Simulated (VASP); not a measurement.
# InP in VASP: single point with PBE+D3(BJ)

Aim: the single point of InP with PBE+D3(BJ).

All numbers are computed with VASP 6.6.1; they aren't measurements. Logs are shortened: lines on timing, memory, paths and dates and some standing lists are left out, and cuts for length are marked.

## (1) The cell of the first run

The cell holds a slab with vacuum, 24 atoms: a = 8.316 Å, b = 8.316 Å, c = 18.638 Å, α = 90.00°, β = 90.00°, γ = 60.00°.

## (2) Single point, PBE+D3(BJ)

The input, INCAR:

```
ALGO     = Normal         # electronic algorithm
EDIFF    = 1E-6           # SCF threshold, eV
ENCUT    = 520            # plane-wave cutoff, eV
GGA      = PE             # functional
ISIF     = 2              # what is computed and relaxed
ISMEAR   = -1             # smearing method
IVDW     = 12             # dispersion correction
LASPH    = True           # aspherical terms in the spheres
LCHARG   = True           # write CHGCAR
LELF     = True           # ELF
LREAL    = Auto         
LVHAR    = True         
LWAVE    = False          # write WAVECAR
NBANDS   = 126            # bands
NELM     = 60             # most SCF steps
PREC     = Accurate       # precision mode
SIGMA    = 0.15           # smearing width, eV
```

The input, KPOINTS:

```
k-points
0
Gamma
  2 2 1
```

The input, POSCAR:

```
InP
1.0
    8.3155760000      0.0000000000      0.0000000000
    4.1577880000      7.2015000000      0.0000000000
    0.0000000000      0.0000000000     18.6383440000
In P
12 12
Direct
    0.0000000000      0.0000000000      0.0536528353
   -0.0000027500      0.5000069430      0.0536528353
    0.5000014431      0.0000000000      0.0536528353
    0.4999986931      0.5000069430      0.0536528353
    0.6069918724      0.6930639450      0.2368182495
    0.5950869042      0.1881552454      0.2527316805
    0.1798202065      0.6235506492      0.2314905230
    0.1028039666      0.1634104006      0.2406544272
    0.3828780990      0.2781642713      0.4461984391
    0.4184067239      0.7411650351      0.4401088423
    0.8924096208      0.2937860168      0.4377695787
    0.8030912764      0.8184961466      0.4221619689
    0.1666708597      0.1666597237      0.0991879965
    0.1666681097      0.6666666667      0.0991879965
    0.6666723028      0.1666597237      0.0991879965
    0.6666695528      0.6666666667      0.0991879965
    0.8211744058      0.8302159272      0.2615039190
    0.7640181134      0.3910851906      0.2978000621
    0.2498448985      0.8625008679      0.2959436740
    0.2493662088      0.3361105325      0.2875362747
    0.5305562153      0.4426438936      0.4915404502
    0.5451157719      0.9746163994      0.5079152955
    0.0531767401      0.4741234465      0.3955018751
    0.0549194379      0.9369436923      0.4131912148
```

Potentials or basis: VASP PAW PBE potentials, release 64 (In_d, P).

On the command line:

```
cat potpaw_PBE.64/In_d/POTCAR potpaw_PBE.64/P/POTCAR > POTCAR
mpirun -np 1 vasp_std > vasp.out
```

OUTCAR:

```text
EDIFF = 1E-6
   ENCUT = 520
   GGA = PE
   ISIF = 2
   ISMEAR = -1
   IVDW = 12
   LASPH = True
   LREAL = Auto
   NELM = 60
   PREC = Accurate
 IVDW          = 12

 ion  position               nearest neighbor table
   1  0.000  0.000  0.054-  15 2.55  13 2.55  14 2.55   8 3.99
   2  1.000  0.500  0.054-  16 2.55  14 2.55  13 2.55   7 3.98
   3  0.500  0.000  0.054-  13 2.55  15 2.55  16 2.55
   4  0.500  0.500  0.054-  14 2.55  16 2.55  15 2.55
   5  0.607  0.693  0.237-  18 2.45  17 2.59  16 2.60  19 2.80   7 3.87
   6  0.595  0.188  0.253-  20 2.58  17 2.61  18 2.81  15 2.91   7 3.56   9 3.92
   7  0.180  0.624  0.231-  20 2.40  14 2.49  19 2.62  17 2.65   6 3.56   5 3.87   2 3.98
   8  0.103  0.163  0.241-  19 2.40  20 2.46  13 2.69  18 2.71  11 3.98   1 3.99
   9  0.383  0.278  0.446-  21 2.40  22 2.47  23 2.57  20 3.11  12 3.70   6 3.92  10 4.01  11 4.02

  10  0.418  0.741  0.440-  21 2.37  24 2.67  22 2.92  19 2.96  12 3.58  11 3.84   9 4.01
  11  0.892  0.294  0.438-  23 2.58  24 2.61  18 2.78  21 2.80  10 3.84   8 3.98   9 4.02
  12  0.803  0.818  0.422-  22 2.46  23 2.61  24 2.73  17 3.00  10 3.58   9 3.70
  13  0.167  0.167  0.099-   3 2.55   1 2.55   2 2.55   8 2.69
  14  0.167  0.667  0.099-   7 2.49   4 2.55   2 2.55   1 2.55
  15  0.667  0.167  0.099-   1 2.55   3 2.55   4 2.55   6 2.91
  16  0.667  0.667  0.099-   2 2.55   4 2.55   3 2.55   5 2.60
  17  0.821  0.830  0.262-   5 2.59   6 2.61   7 2.65  12 3.00
  18  0.764  0.391  0.298-   5 2.45   8 2.71  11 2.78   6 2.81
  19  0.250  0.863  0.296-   8 2.40  24 2.60   7 2.62   5 2.80  10 2.96
  20  0.249  0.336  0.288-   7 2.40   8 2.46  23 2.48   6 2.58   9 3.11
  21  0.531  0.443  0.492-  10 2.37   9 2.40  11 2.80
  22  0.545  0.975  0.508-  12 2.46   9 2.47  10 2.92
  23  0.053  0.474  0.396-  20 2.48   9 2.57  11 2.58  12 2.61
  24  0.055  0.937  0.413-  19 2.60  11 2.61  10 2.67  12 2.73

  LATTYP: Found a hexagonal cell.
 ALAT       =     8.3155759454
 C/A-ratio  =     2.2413774010

  Lattice vectors:

 A1 = (  -4.1577880000,  -7.2015000000,   0.0000000000)
 A2 = (   8.3155760000,   0.0000000000,   0.0000000000)
 A3 = (   0.0000000000,   0.0000000000,  18.6383440000)

Analysis of symmetry for initial positions (statically):
=====================================================================
 Subroutine PRICEL returns:
 Original cell was already a primitive cell.

 Routine SETGRP: Setting up the symmetry group for a
 hexagonal supercell.

 Subroutine GETGRP returns: Found  1 space group operations
 (whereof  1 operations were pure point group operations)
 out of a pool of 24 trial point group operations.

The static configuration has the point symmetry C_1 .

Analysis of symmetry for dynamics (positions and initial velocities):
=====================================================================
 Subroutine PRICEL returns:
 Original cell was already a primitive cell.

 Routine SETGRP: Setting up the symmetry group for a
 hexagonal supercell.

 Subroutine GETGRP returns: Found  1 space group operations
 (whereof  1 operations were pure point group operations)
 out of a pool of 24 trial point group operations.

The dynamic configuration has the point symmetry C_1 .

 Subroutine INISYM returns: Found  1 space group operations
 (whereof  1 operations are pure point group operations),
 and found     1 'primitive' translations

----------------------------------------------------------------------------------------

                                     Primitive cell

  volume of cell :    1116.1502

  direct lattice vectors                    reciprocal lattice vectors
     8.315576000  0.000000000  0.000000000     0.120256252 -0.069429980  0.000000000
     4.157788000  7.201500000  0.000000000     0.000000000  0.138859960  0.000000000
     0.000000000  0.000000000 18.638344000     0.000000000  0.000000000  0.053652835

  length of vectors
     8.315576000  8.315575945 18.638344000     0.138859959  0.138859960  0.053652835

  position of ions in fractional coordinates (direct lattice)
     0.000000000  0.000000000  0.053652835
     0.999997250  0.500006943  0.053652835
     0.500001443  0.000000000  0.053652835
     0.499998693  0.500006943  0.053652835
     0.606991872  0.693063945  0.236818249
     0.595086904  0.188155245  0.252731680
[... 16 lines left out ...]
     0.053176740  0.474123447  0.395501875
     0.054919438  0.936943692  0.413191215

  ion indices of the primitive-cell ions
   primitive index   ion index
                 1           1
                 2           2
                 3           3
                 4           4
                 5           5
                 6           6
[... 16 lines left out ...]
                23          23
                24          24

----------------------------------------------------------------------------------------

 KPOINTS: k-points

Automatic generation of k-mesh.
 Grid dimensions read from file:
 generate k-points for:    2    2    1

 Generating k-lattice:

  Cartesian coordinates                     Fractional coordinates (reciprocal lattice)
     0.060128126 -0.034714990  0.000000000     0.500000000  0.000000000  0.000000000
     0.000000000  0.069429980  0.000000000     0.000000000  0.500000000  0.000000000
     0.000000000  0.000000000  0.053652835     0.000000000  0.000000000  1.000000000

  Length of vectors
     0.069429979  0.069429980  0.053652835

  Shift w.r.t. Gamma in fractional coordinates (k-lattice)
     0.000000000  0.000000000  0.000000000

 Subroutine IBZKPT returns following result:
 ===========================================

 Found      4 irreducible k-points:

 Following reciprocal coordinates:
            Coordinates               Weight
  0.000000  0.000000  0.000000      1.000000
  0.500000  0.000000  0.000000      1.000000
  0.500000  0.500000  0.000000      1.000000
  0.000000  0.500000  0.000000      1.000000
   k-points           NKPTS =      4   k-points in BZ     NKDIM =      4   number of bands    NBANDS=    126
   number of dos      NEDOS =    301   number of ions     NIONS =     24
   total plane-waves  NPLWV = 573440
   dimension x,y,z NGX =    64 NGY =   64 NGZ =  140
   dimension x,y,z NGXF=   128 NGYF=  128 NGZF=  280
   ions per type =              12  12
   NGX,Y,Z   is equivalent  to a cutoff of  12.79, 12.79, 12.49 a.u.
   NGXF,Y,Z  is equivalent  to a cutoff of  25.59, 25.59, 24.97 a.u.
 SYSTEM =  unknown system
   PREC   = accura    normal or accurate (medium, high low for compatibility)
   ISTART =      0    job   : 0-new  1-cont  2-samecut
   ICHARG =      2    charge: 1-file 2-atom 10-const
   ISPIN  =      1    spin polarized calculation?
   LNONCOLLINEAR =      F non collinear calculations
   LSORBIT =      F    spin-orbit coupling
   LASPH  =      T    aspherical Exc in radial PAW
   ENCUT  =  520.0 eV  38.22 Ry    6.18 a.u.  15.46 15.46 34.65*2*pi/ulx,y,z
   NELM   =     60;   NELMIN=  2; NELMDL= -5     # of ELM steps
   EDIFF  = 0.1E-05   stopping-criterion for ELM
   LREAL  =      T    real-space projection
   EDIFFG = 0.1E-04   stopping-criterion for IOM
   NSW    =      0    number of steps for IOM
   IBRION =     -1    ionic relax: 0-MD 1-quasi-New 2-CG
   NFREE  =      0    steps in history (QN), initial steepest desc. (CG)
   ISIF   =      2    stress and relaxation
   ISYM   =      2    0-nonsym 1-usesym 2-fastsym
   POTIM  = 0.5000    time-step for ionic-motion
   TEBEG  =    0.0;   TEEND  =   0.0 temperature during run
   PSTRESS=    0.0 pullay stress
   NELECT =     216.0000    total number of electrons
   NUPDOWN=      -1.0000    fix difference up-down
   EMIN   =  10.00;   EMAX   =-10.00  energy-range for DOS
   EFERMI =   0.00;   METHOD = LEGACY
   ISMEAR =    -1;   SIGMA  =   0.15  broadening in eV -4-tet -1-fermi 0-gaus
   EFERMI_NEDOS =   21; number of points for ismear=-14 and -15
   IALGO  =     38    algorithm
   IMIX   =      4    mixing-type and parameters
     AMIX     =   0.40;   BMIX     =  1.00
     AMIX_MAG =   1.60;   BMIX_MAG =  1.00
  volume/ion in A,a.u.               =      46.51       313.84
  Fermi-wavevector in a.u.,A,eV,Ry     =   0.946931  1.789441 12.200061  0.896679
  Thomas-Fermi vector in A             =   2.074976
   LORBIT       =      0    0 simple, 1 ext, 2 COOP (PROOUT), +10 PAW based schemes
   GGA     = PE    functional components
   LHFCALC =     F    Hartree Fock is set to
   AEXX    =    0.0000 exact exchange contribution
   IVDW    =    12    specifies the selected vdW correction
   LEPSILON=     F    determine dielectric tensor
   LRPA    =     F    only Hartree local field effects (RPA)
 non-spin polarized calculation
  energy-cutoff  :      520.00
  volume of cell :     1116.15
 maximum number of plane-waves:     30069
 NGX is ok and might be reduce to    64
   NGX = 31   NGY = 31   NGZ = 69

 number of electron     216.0000054 magnetization

 Free energy of the ion-electron system (eV)
  ---------------------------------------------------
  ext. energy  EPLUGINS =         0.00000000
  ---------------------------------------------------
  free energy    TOTEN  =       -90.26185481 eV

  energy without entropy =      -89.54017984  energy(sigma->0) =      -89.90101733

 E-fermi :   1.2789     XC(G=0):  -5.8446

 val. band max:        1.2611088109   @ k =   0.5000   0.5000   0.0000
 cond. band min:       1.3377327682   @ k =   0.0000   0.0000   0.0000
 fundamental gap:      0.0766239573
 Fermi energy:         1.2788855625

 k-point     1 :       0.0000    0.0000    0.0000
  band No.  band energies     occupation
      1     -13.8249      2.00000
      2     -13.8039      2.00000
      3     -13.7906      2.00000
      4     -13.7600      2.00000
      5     -13.7122      2.00000
      6     -13.6800      2.00000
[... 112 lines left out ...]
    119       2.8426      0.00006
    120       2.9654      0.00003

 k-point     2 :       0.5000    0.0000    0.0000
  band No.  band energies     occupation
      1     -13.8147      2.00000
      2     -13.7997      2.00000
      3     -13.7852      2.00000
      4     -13.7505      2.00000
      5     -13.7085      2.00000
      6     -13.6828      2.00000
[... 112 lines left out ...]
    119       3.3614      0.00000
    120       3.5202      0.00000

 k-point     3 :       0.5000    0.5000    0.0000
  band No.  band energies     occupation
      1     -13.8166      2.00000
      2     -13.7963      2.00000
      3     -13.7761      2.00000
      4     -13.7523      2.00000
      5     -13.7120      2.00000
      6     -13.6888      2.00000
[... 112 lines left out ...]
    119       3.5515      0.00000
    120       3.6213      0.00000

 k-point     4 :       0.0000    0.5000    0.0000
  band No.  band energies     occupation
      1     -13.8176      2.00000
      2     -13.7991      2.00000
      3     -13.7741      2.00000
      4     -13.7517      2.00000
      5     -13.7121      2.00000
      6     -13.6900      2.00000
[... 112 lines left out ...]
    119       3.5555      0.00000
    120       3.5778      0.00000
 [bands above 120 left out]

------------------------ aborting loop because EDIFF is reached ----------------------------------------

 Edisp (eV)   -5.76819

 E8    (eV) :    -2.6283

  FORCE on cell =-STRESS in cart. coord.  units (eV):
  Direction    XX          YY          ZZ          XY          YZ          ZX
  --------------------------------------------------------------------------------------
  -------------------------------------------------------------------------------------
  Total      -3.42550     7.16916    -5.78330     4.30391    -6.80827     3.90138
  in kB      -4.91714    10.29096    -8.30164     6.17805    -9.77293     5.60024
  external pressure =       -0.98 kB  Pullay stress =        0.00 kB

 VOLUME and BASIS-vectors are now :
 -----------------------------------------------------------------------------
  energy-cutoff  :      520.00
  volume of cell :     1116.15
      direct lattice vectors                 reciprocal lattice vectors
     8.315576000  0.000000000  0.000000000     0.120256252 -0.069429980  0.000000000
     4.157788000  7.201500000  0.000000000     0.000000000  0.138859960  0.000000000
     0.000000000  0.000000000 18.638344000     0.000000000  0.000000000  0.053652835

 POSITION                                       TOTAL-FORCE (eV/Angst)
 -----------------------------------------------------------------------------------
      0.00000      0.00000      1.00000        -0.097817      0.198078      0.069494
     10.39448      3.60080      1.00000        -0.102191     -0.036981     -0.089123
      4.15780      0.00000      1.00000         0.165610      0.021455      0.344356
      6.23670      3.60080      1.00000         0.158673     -0.208708      0.361848
      7.92910      4.99110      4.41390         0.313126      0.693141      0.128540
      5.73080      1.35500      4.71050         1.335689     -0.246186     -0.276022
[... 16 lines left out ...]
      2.41350      3.41440      7.37150         0.143418     -0.591416      0.331396
      4.35230      6.74740      7.70120         0.552373      0.001565     -0.337219
 -----------------------------------------------------------------------------------
    total drift:                               -0.019509     -0.021584      0.087673

  FREE ENERGIE OF THE ION-ELECTRON SYSTEM (eV)
  ---------------------------------------------------
  free  energy   TOTEN  =       -96.0300488461 eV

  energy  without entropy=      -95.3083738669  energy(sigma->0) =      -95.66921136
```

Run time: 46 min. Hardware: 1 thread of Intel Xeon 8259CL, shared host; peak memory 1.2 GiB.

Results:

```
Free energy                : -96.0300 eV
Largest force              : 1.998 eV/Å
Band gap on the k mesh     : 0.08 eV (least direct gap 0.13 eV)
Dispersion energy per atom : -0.240 eV
```

Forces in eV/Å, atoms in the order of the input:
```
In  -0.098  0.198  0.069
In  -0.102 -0.037 -0.089
In   0.166  0.021  0.344
In   0.159 -0.209  0.362
In   0.313  0.693  0.129
In   1.336 -0.246 -0.276
In  -0.101  1.689  0.218
In  -1.166  1.228 -1.014
In  -0.650  0.098 -0.630
In   0.052  1.960 -0.120
In  -0.926 -0.018 -0.557
In   1.070  0.070 -1.370
P   -0.139 -0.056  0.266
P    0.158 -0.055 -0.638
P   -0.240  0.187  0.088
P   -0.316  0.056 -0.464
P   -0.743  0.609  0.856
P   -0.624 -1.887 -0.206
P   -0.081 -1.500  1.196
P    0.505 -0.456  1.397
P    1.718 -0.703  0.697
P   -0.987 -1.054 -0.251
P    0.143 -0.591  0.331
P    0.552  0.002 -0.337
```

Caveat: the k points lie up to 0.44 Å⁻¹ apart; the atoms stand as in a frame of molecular dynamics; there is no dipole correction, which matters where the two faces differ; semilocal functionals underestimate gaps, and a narrow one can read as zero; spin-orbit coupling is left out, which moves the levels of the heavy elements.
